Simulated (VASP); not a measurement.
Here is a VASP 6.6.1 calculation.

INCAR

```
SYSTEM = FePt
PREC     = Accurate       ! precision mode
ENCUT    = 520            ! plane-wave cutoff, eV
EDIFF    = 1E-6           ! SCF threshold, eV
ISMEAR   = -1             ! smearing method
SIGMA    = 0.05           ! smearing width, eV
LREAL    = .False.        ! projectors in reciprocal space
LASPH    = .True.         ! aspherical terms in the spheres
NELM     = 150            ! most SCF steps
ALGO     = Normal         ! electronic algorithm
ISIF     = 2              ! what is computed and relaxed
LWAVE    = .False.        ! write WAVECAR
LCHARG   = .False.        ! write CHGCAR
ISPIN    = 2              ! spin polarisation
MAGMOM   = 0 3            ! initial moments
LORBIT   = 11             ! projections on sites
LMAXMIX  = 4              ! l up to which the mixer works
GGA      = PS             ! functional
IVDW     = 12             ! dispersion correction
NBANDS   = 20             ! bands
```

Contents of KPOINTS:

```
regular mesh
0
Gamma
  10 10 7
  0 0 0
```

Contents of POSCAR:

```
FePt
1.0
    2.6713918054      0.0000000000      0.0000000000
    0.0000000000      2.6713918054      0.0000000000
    0.0000000000      0.0000000000      3.6643826607
Pt Fe
1 1
Direct
    0.5000000000      0.5000000000      0.5000000000
    0.0000000000      0.0000000000      0.0000000000
```

Potentials or basis: VASP PAW PBE potentials, release 64 (Pt, Fe).

The run is started by

```sh
$ cat potpaw_PBE.64/Pt/POTCAR potpaw_PBE.64/Fe/POTCAR > POTCAR
$ mpirun -np 1 vasp_std > vasp.out
```

(1) What does it give for the net moment?

(2) What does it give for the dispersion energy per atom?

Answers

(1) 3.19 μB per cell.

(2) -0.538 eV.
